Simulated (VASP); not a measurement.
Wanted: the native input for a VASP 6.6.1 run.

```
Task                   : single point
Functional             : r2SCAN
Potentials or basis    : VASP PAW PBE potentials, release 64 (Ga_d, N)
Cutoff                 : 520 eV
k mesh                 : 12 × 12 × 6
Occupations            : gaussian, width 0.02 eV
Spin                   : no spin polarisation
Dipole correction      : no
Further INCAR settings : ALGO = Normal; EDIFF = 1e-06; NBANDS = 26
```

The system is GaN.

```
Ga N
1.0
     3.15094    0.00000    0.00000
    -1.57547    2.72880    0.00000
     0.00000    0.00000    5.13123
Ga N
2 2
Direct
  0.33333 0.66667 0.99911
  0.66667 0.33333 0.49911
  0.33333 0.66667 0.37589
  0.66667 0.33333 0.87589
```

This cell differs from its parent crystal: volume scaled by 0.97, then relaxed in part.

The input as run:

POSCAR

```
GaN
1.0
    3.1509437181      0.0000000000      0.0000000000
   -1.5754718590      2.7287973057      0.0000000000
    0.0000000000      0.0000000000      5.1312330780
Ga N
2 2
Direct
    0.3333333333      0.6666666667     -0.0008898964
    0.6666666667      0.3333333333      0.4991101036
    0.3333333333      0.6666666667      0.3758898964
    0.6666666667      0.3333333333      0.8758898964
```

INCAR.step1

```
  PREC = Accurate
  ENCUT = 520
  ISMEAR = 0
  SIGMA = 0.02
  LREAL = F
  LASPH = T
  NELM = 100
  NBANDS = 26
  GGA = PE
  ALGO = Normal
  EDIFF = 1E-4
  LWAVE = T
  LCHARG = F
```

INCAR.step2

```
  PREC = Accurate
  ENCUT = 520
  EDIFF = 1E-6
  ISMEAR = 0
  SIGMA = 0.02
  LREAL = F
  LASPH = T
  NELM = 100
  ALGO = Normal
  ISIF = 2
  LWAVE = F
  LCHARG = F
  METAGGA = R2SCAN
  LMIXTAU = T
  NBANDS = 26
  ISTART = 1
```

KPOINTS

```
Automatic mesh
0
Gamma
  12 12 6
```

Potentials or basis: VASP PAW PBE potentials, release 64 (Ga_d, N).

Run with:

```console
$ cat potpaw_PBE.64/Ga_d/POTCAR potpaw_PBE.64/N/POTCAR > POTCAR
$ cp INCAR.step1 INCAR
$ mpirun -np 1 vasp_std > vasp.out
$ cp INCAR.step2 INCAR
$ mpirun -np 1 vasp_std > vasp.out
```

It gave:

```json
{
 "Pressure": "7.6 GPa",
 "Largest force": "0.011 eV/Å",
 "Band gap on the k mesh": "2.56 eV, direct"
}
```

Caveat: the PAW data sets were made with another functional, which shifts forces and pressure a little.

Wall time 91 s on 1 thread of Intel(R) Xeon(R) 6975P-C (Granite Rapids), with other jobs on the host, peak memory 0.21 GiB.
